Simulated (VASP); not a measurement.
# Fe (Fmmm) in VASP: further runs

Fe is run at these levels: r2SCAN; tasks: single point.

Everything below comes from runs of VASP 6.6.1. Logs are shortened: lines on timing, memory, paths and dates and some standing lists are left out, and cuts for length are marked.

## 1. The cell of the first run

Symmetry: Fmmm, No. 69, orthorhombic system. Conventional cell: a = 2.997 Å, b = 3.883 Å, c = 3.930 Å, α = 90.00°, β = 90.00°, γ = 90.00°. Fe (site symmetry mmm) has 14 Fe at 2.45 to 3.00 Å within 3.2 Å.

## 2. Single point, r2SCAN, collinear spin, ferromagnetic start

The input, POSCAR:

```
Fe
1.0
    0.0000000000      1.9417396906      1.9651051623
    1.4984397099      0.0000000000      1.9651051623
    1.4984397099      1.9417396906      0.0000000000
Fe
1
Direct
    0.0000000000      0.0000000000      0.0000000000
```

The input, INCAR.step1:

```
SYSTEM = Fe
  PREC = Accurate
  ENCUT = 520
  ISMEAR = -1
  SIGMA = 0.1
  LREAL = .FALSE.
  LASPH = .TRUE.
  NELM = 150
  ISPIN = 2
  MAGMOM = 3
  LMAXMIX = 4
  NBANDS = 14
  GGA = PE
  ALGO = Normal
  EDIFF = 1E-4
  LWAVE = .TRUE.
  LCHARG = .FALSE.
```

The input, INCAR.step2:

```
SYSTEM = Fe
  PREC = Accurate
  ENCUT = 520
  EDIFF = 1E-6
  ISMEAR = -1
  SIGMA = 0.1
  LREAL = .FALSE.
  LASPH = .TRUE.
  NELM = 150
  ALGO = Normal
  ISIF = 2
  LWAVE = .FALSE.
  LCHARG = .FALSE.
  ISPIN = 2
  MAGMOM = 3
  LORBIT = 11
  LMAXMIX = 4
  METAGGA = R2SCAN
  LMIXTAU = .TRUE.
  NBANDS = 14
  ISTART = 1
```

The input, KPOINTS:

```
regular mesh
0
G
  14 14 14
  0 0 0
```

Potentials or basis: VASP PAW PBE potentials, release 64 (Fe).

Run with:

```sh
$ cat potpaw_PBE.64/Fe/POTCAR > POTCAR
$ cp INCAR.step1 INCAR
$ mpirun -np 1 vasp_std > vasp.out
$ cp INCAR.step2 INCAR
$ mpirun -np 1 vasp_std > vasp.out
```

OUTCAR:

```text
SYSTEM = Fe
   PREC = Accurate
   ENCUT = 520
   EDIFF = 1E-6
   ISMEAR = -1
   LREAL = .FALSE.
   LASPH = .TRUE.
   NELM = 150
   ISIF = 2
   ISPIN = 2
   LORBIT = 11
   METAGGA = R2SCAN
   ISTART = 1

 ion  position               nearest neighbor table
   1  0.000  0.000  0.000-

  LATTYP: Found a face centered orthorhombic cell.
 ALAT       =     2.9968794198
 B/A-ratio  =     1.2958410524
 C/A-ratio  =     1.3114342535

  Lattice vectors:

 A1 = (   0.0000000000,   1.9417396906,   1.9651051623)
 A2 = (   1.4984397099,   0.0000000000,   1.9651051623)
 A3 = (   1.4984397099,   1.9417396906,   0.0000000000)

Analysis of symmetry for initial positions (statically):
=====================================================================
 Subroutine PRICEL returns:
 Original cell was already a primitive cell.

 Routine SETGRP: Setting up the symmetry group for a
 face centered orthorhombic supercell.

 Subroutine GETGRP returns: Found  8 space group operations
 (whereof  8 operations were pure point group operations)
 out of a pool of  8 trial point group operations.

The static configuration has the point symmetry D_2h.

Analysis of symmetry for dynamics (positions and initial velocities):
=====================================================================
 Subroutine PRICEL returns:
 Original cell was already a primitive cell.

 Routine SETGRP: Setting up the symmetry group for a
 face centered orthorhombic supercell.

 Subroutine GETGRP returns: Found  8 space group operations
 (whereof  8 operations were pure point group operations)
 out of a pool of  8 trial point group operations.

The dynamic configuration has the point symmetry D_2h.

Analysis of structural, dynamic, and magnetic symmetry:
=====================================================================
 Subroutine PRICEL returns:
 Original cell was already a primitive cell.

 Routine SETGRP: Setting up the symmetry group for a
 face centered orthorhombic supercell.

 Subroutine GETGRP returns: Found  8 space group operations
 (whereof  8 operations were pure point group operations)
 out of a pool of  8 trial point group operations.

The overall configuration has the point symmetry D_2h.

 Subroutine INISYM returns: Found  8 space group operations
 (whereof  8 operations are pure point group operations),
 and found     1 'primitive' translations

----------------------------------------------------------------------------------------

                                     Primitive cell

  volume of cell :      11.4353

  direct lattice vectors                    reciprocal lattice vectors
     0.000000000  1.941739691  1.965105162    -0.333680426  0.257501045  0.254439309
     1.498439710  0.000000000  1.965105162     0.333680426 -0.257501045  0.254439309
     1.498439710  1.941739691  0.000000000     0.333680426  0.257501045 -0.254439309

  length of vectors
     2.762605894  2.471226388  2.452687218     0.492329947  0.492329947  0.492329947

  position of ions in fractional coordinates (direct lattice)
     0.000000000  0.000000000  0.000000000

  ion indices of the primitive-cell ions
   primitive index   ion index
                 1           1

----------------------------------------------------------------------------------------

 KPOINTS: regular mesh

Automatic generation of k-mesh.
 Grid dimensions read from file:
 generate k-points for:   14   14   14

 Generating k-lattice:

  Cartesian coordinates                     Fractional coordinates (reciprocal lattice)
    -0.023834316  0.018392932  0.018174236     0.071428571  0.000000000  0.000000000
     0.023834316 -0.018392932  0.018174236     0.000000000  0.071428571  0.000000000
     0.023834316  0.018392932 -0.018174236    -0.000000000 -0.000000000  0.071428571

  Length of vectors
     0.035166425  0.035166425  0.035166425

  Shift w.r.t. Gamma in fractional coordinates (k-lattice)
     0.000000000  0.000000000  0.000000000

 Subroutine IBZKPT returns following result:
 ===========================================

 Found    428 irreducible k-points:

 Following reciprocal coordinates:
            Coordinates               Weight
  0.000000  0.000000  0.000000      1.000000
  0.071429 -0.000000 -0.000000      8.000000
  0.142857  0.000000 -0.000000      8.000000
  0.214286  0.000000 -0.000000      8.000000
  0.285714  0.000000  0.000000      8.000000
  0.357143  0.000000 -0.000000      8.000000
[... 16 lines left out ...]
  0.214286  0.142857  0.000000      8.000000
  0.285714  0.142857  0.000000      8.000000
 [... further k-points ...]
   k-points           NKPTS =    428   k-points in BZ     NKDIM =    428   number of bands    NBANDS=     14
   number of dos      NEDOS =    301   number of ions     NIONS =      1
   total plane-waves  NPLWV =   7776
   dimension x,y,z NGX =    24 NGY =   18 NGZ =   18
   dimension x,y,z NGXF=    48 NGYF=   36 NGZF=   36
   ions per type =               1
   NGX,Y,Z   is equivalent  to a cutoff of  14.44, 12.11, 12.20 a.u.
   NGXF,Y,Z  is equivalent  to a cutoff of  28.89, 24.22, 24.40 a.u.
 SYSTEM =  Fe
   PREC   = accura    normal or accurate (medium, high low for compatibility)
   ISTART =      1    job   : 0-new  1-cont  2-samecut
   ICHARG =      0    charge: 1-file 2-atom 10-const
   ISPIN  =      2    spin polarized calculation?
   LNONCOLLINEAR =      F non collinear calculations
   LSORBIT =      F    spin-orbit coupling
   LASPH  =      T    aspherical Exc in radial PAW
   ENCUT  =  520.0 eV  38.22 Ry    6.18 a.u.   5.14  4.59  4.56*2*pi/ulx,y,z
   NELM   =    150;   NELMIN=  2; NELMDL=  0     # of ELM steps
   EDIFF  = 0.1E-05   stopping-criterion for ELM
   LREAL  =      F    real-space projection
   EDIFFG = 0.1E-04   stopping-criterion for IOM
   NSW    =      0    number of steps for IOM
   IBRION =     -1    ionic relax: 0-MD 1-quasi-New 2-CG
   NFREE  =      0    steps in history (QN), initial steepest desc. (CG)
   ISIF   =      2    stress and relaxation
   ISYM   =      2    0-nonsym 1-usesym 2-fastsym
   POTIM  = 0.5000    time-step for ionic-motion
   TEBEG  =    0.0;   TEEND  =   0.0 temperature during run
   PSTRESS=    0.0 pullay stress
   NELECT =       8.0000    total number of electrons
   NUPDOWN=      -1.0000    fix difference up-down
   EMIN   =  10.00;   EMAX   =-10.00  energy-range for DOS
   EFERMI =   0.00;   METHOD = LEGACY
   ISMEAR =    -1;   SIGMA  =   0.10  broadening in eV -4-tet -1-fermi 0-gaus
   EFERMI_NEDOS =   21; number of points for ismear=-14 and -15
   IALGO  =     38    algorithm
   IMIX   =      4    mixing-type and parameters
     AMIX     =   0.40;   BMIX     =  1.00
     AMIX_MAG =   1.60;   BMIX_MAG =  1.00
  volume/ion in A,a.u.               =      11.44        77.17
  Fermi-wavevector in a.u.,A,eV,Ry     =   1.453303  2.746344 28.736719  2.112089
  Thomas-Fermi vector in A             =   2.570585
   LORBIT       =     11    0 simple, 1 ext, 2 COOP (PROOUT), +10 PAW based schemes
   METAGGA = R2SCAN    functional components
   LHFCALC =     F    Hartree Fock is set to
   AEXX    =    0.0000 exact exchange contribution
   IVDW    =     0    specifies the selected vdW correction
   LEPSILON=     F    determine dielectric tensor
   LRPA    =     F    only Hartree local field effects (RPA)
 spin polarized calculation
  energy-cutoff  :      520.00
  volume of cell :       11.44
 maximum number of plane-waves:       337
 NGX is ok and might be reduce to    24
   NGX = 11   NGY =  9   NGZ =  9

 number of electron       8.0000000 magnetization       2.5904278

 Free energy of the ion-electron system (eV)
  ---------------------------------------------------
  ext. energy  EPLUGINS =         0.00000000
  ---------------------------------------------------
  free energy    TOTEN  =       -14.35322847 eV

  energy without entropy =      -14.32933792  energy(sigma->0) =      -14.34128320

 E-fermi :   5.7580     XC(G=0): -14.2042

 val. band max:        5.7578156365   @ k =  -0.1429   0.2857   0.1429
 cond. band min:       5.7618267818   @ k =   0.2857  -0.0000   0.2143
 fundamental gap:      0.0040111453
 Fermi energy:         5.7579944677

 spin component 1

 k-point     1 :       0.0000    0.0000    0.0000
  band No.  band energies     occupation
      1      -2.9128      1.00000
      2       2.5947      1.00000
      3       2.6633      1.00000
      4       2.9601      1.00000
      5       3.7249      1.00000
      6       4.1069      1.00000
      7      30.6125      0.00000
      8      32.0925      0.00000
      9      32.3573      0.00000
     10      36.1564      0.00000
     11      37.4335      0.00000
     12      37.6263      0.00000
     13      37.6880      0.00000
     14      37.7861      0.00000
[... 375 lines left out ...]
 k-point    24 :       0.2857    0.1429    0.0000
  band No.  band energies     occupation
      1      -0.5812      1.00000
      2       2.1927      1.00000
      3       2.4318      1.00000
      4       3.6725      1.00000
      5       4.0928      1.00000
      6       4.1684      1.00000
      7      23.2222      0.00000
      8      25.1179      0.00000
      9      29.0309      0.00000
     10      31.6403      0.00000
     11      36.1157      0.00000
     12      37.5985      0.00000
     13      40.9963      0.00000
     14      43.8949      0.00000

 [... further k-points ...]

 spin component 2

 k-point     1 :       0.0000    0.0000    0.0000
  band No.  band energies     occupation
      1      -3.4993      1.00000
      2       5.7313      0.56631
      3       5.9107      0.17844
      4       6.5244      0.00047
      5       7.8936      0.00000
      6       8.6726      0.00000
      7      30.0949      0.00000
      8      31.8761      0.00000
      9      32.2410      0.00000
     10      36.9835      0.00000
     11      37.8220      0.00000
     12      39.3520      0.00000
     13      39.4241      0.00000
     14      40.0488      0.00000
[... 375 lines left out ...]
 k-point    24 :       0.2857    0.1429    0.0000
  band No.  band energies     occupation
      1      -0.9514      1.00000
      2       5.0394      0.99924
      3       5.6137      0.80885
      4       7.4602      0.00000
      5       7.8676      0.00000
      6       8.5928      0.00000
      7      23.9856      0.00000
      8      25.8445      0.00000
      9      30.4841      0.00000
     10      31.9644      0.00000
     11      37.0034      0.00000
     12      39.0447      0.00000
     13      42.4829      0.00000
     14      45.0405      0.00000

 [... further k-points ...]

------------------------ aborting loop because EDIFF is reached ----------------------------------------

  FORCE on cell =-STRESS in cart. coord.  units (eV):
  Direction    XX          YY          ZZ          XY          YZ          ZX
  --------------------------------------------------------------------------------------
  -------------------------------------------------------------------------------------
  Total        0.0511738      0.4978227      0.4196949      0.0000000      0.0000000      0.0000000
  in kB        7.1698910     69.7491951     58.8028272      0.0000000      0.0000000      0.0000000
  external PRESSURE =      45.2406378 kB  Pullay stress =       0.0000000 kB

 VOLUME and BASIS-vectors are now :
 -----------------------------------------------------------------------------
  energy-cutoff  :      520.00
  volume of cell :       11.44
      direct lattice vectors                 reciprocal lattice vectors
     0.000000000  1.941739691  1.965105162    -0.333680426  0.257501045  0.254439309
     1.498439710  0.000000000  1.965105162     0.333680426 -0.257501045  0.254439309
     1.498439710  1.941739691  0.000000000     0.333680426  0.257501045 -0.254439309

 POSITION                                       TOTAL-FORCE (eV/Angst)
 -----------------------------------------------------------------------------------
      0.00000      0.00000      0.00000         0.000000      0.000000      0.000000
 -----------------------------------------------------------------------------------
    total drift:                                0.000000     -0.000000      0.000000

  FREE ENERGIE OF THE ION-ELECTRON SYSTEM (eV)
  ---------------------------------------------------
  free  energy   TOTEN  =       -14.3532284673 eV

  energy  without entropy=      -14.3293379236  energy(sigma->0) =      -14.34128320

 total charge

# of ion       s       p       d       tot
------------------------------------------
    1        0.490   0.570   6.203   7.263

 magnetization (x)

# of ion       s       p       d       tot
------------------------------------------
    1       -0.014  -0.112   2.772   2.645
```

It took 15 min on 1 thread of AMD EPYC 7R13, shared host; peak memory 0.19 GiB.

Results:

| Item | Value |
| --- | --- |
| Free energy | -14.3532 eV |
| Pressure | 4.5 GPa |
| Net moment | 2.59 μB per cell |
| Site moments | Fe +2.65 μB |
| Valence electrons inside the program's atomic spheres | Fe 7.26 |

Stress tensor (GPa, compression positive):
```
0.72 0.00 0.00
0.00 6.97 0.00
0.00 0.00 5.88
```

Caveat: the cell stands under pressure; the PAW data sets were made with another functional, which shifts forces and pressure a little.

(Continued in part 2 of 2.)
